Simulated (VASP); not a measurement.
Input of a VASP 6.6.1 run:

Contents of POSCAR:

```
AgCl
1.0
    3.3955880419      0.0000000000      0.0000000000
    0.0000000000      3.3955880419      0.0000000000
    0.0000000000      0.0000000000      3.3955880419
Ag Cl
1 1
Direct
    0.0000000000      0.0000000000      0.0000000000
    0.5000000000      0.5000000000      0.5000000000
```

File INCAR.step1:

```
SYSTEM = AgCl
ALGO     = Normal         ! electronic algorithm
EDIFF    = 1E-5           ! SCF threshold, eV
ENCUT    = 520            ! plane-wave cutoff, eV
GGA      = PE             ! functional
ISIF     = 2              ! what is computed and relaxed
ISMEAR   = 0              ! smearing method
LASPH    = .TRUE.         ! aspherical terms in the spheres
LCHARG   = .FALSE.        ! write CHGCAR
LREAL    = .FALSE.        ! projectors in reciprocal space
LWAVE    = .TRUE.         ! write WAVECAR
NBANDS   = 16             ! bands
NELM     = 80             ! most SCF steps
PREC     = Accurate       ! precision mode
SIGMA    = 0.01           ! smearing width, eV
```

Contents of INCAR.step2:

```
SYSTEM = AgCl
AEXX     = 0.3            ! exact-exchange fraction
ALGO     = Normal         ! electronic algorithm
EDIFF    = 1E-6           ! SCF threshold, eV
ENCUT    = 520            ! plane-wave cutoff, eV
GGA      = PE             ! functional
HFSCREEN = 0.5            ! screening, 1/A
ISIF     = 2              ! what is computed and relaxed
ISMEAR   = 0              ! smearing method
ISTART   = 1            
LASPH    = .TRUE.         ! aspherical terms in the spheres
LCHARG   = .FALSE.        ! write CHGCAR
LHFCALC  = .TRUE.         ! exact exchange
LREAL    = .FALSE.        ! projectors in reciprocal space
LWAVE    = .FALSE.        ! write WAVECAR
NBANDS   = 16             ! bands
NELM     = 80             ! most SCF steps
PREC     = Accurate       ! precision mode
PRECFOCK = Normal       
SIGMA    = 0.01           ! smearing width, eV
```

File KPOINTS:

```
k-points
0
G
  4 4 4
  0 0 0
```

Potentials or basis: VASP PAW PBE potentials, release 64 (Ag, Cl).

Run with:

```console
$ cat potpaw_PBE.64/Ag/POTCAR potpaw_PBE.64/Cl/POTCAR > POTCAR
$ cp INCAR.step1 INCAR
$ mpirun -np 1 vasp_std > vasp.out
$ cp INCAR.step2 INCAR
$ mpirun -np 1 vasp_std > vasp.out
```

**Question.** What does it give for the pressure?

**Answer.** 1.6 GPa.

**Question.** Predict the band gap on the k mesh.

**Answer.** 1.59 eV, indirect (least direct gap 3.11 eV).

Caveat: the k points lie up to 0.46 Å⁻¹ apart; the PAW data sets were made with another functional, which shifts forces and pressure a little. A k mesh can miss the band edges.
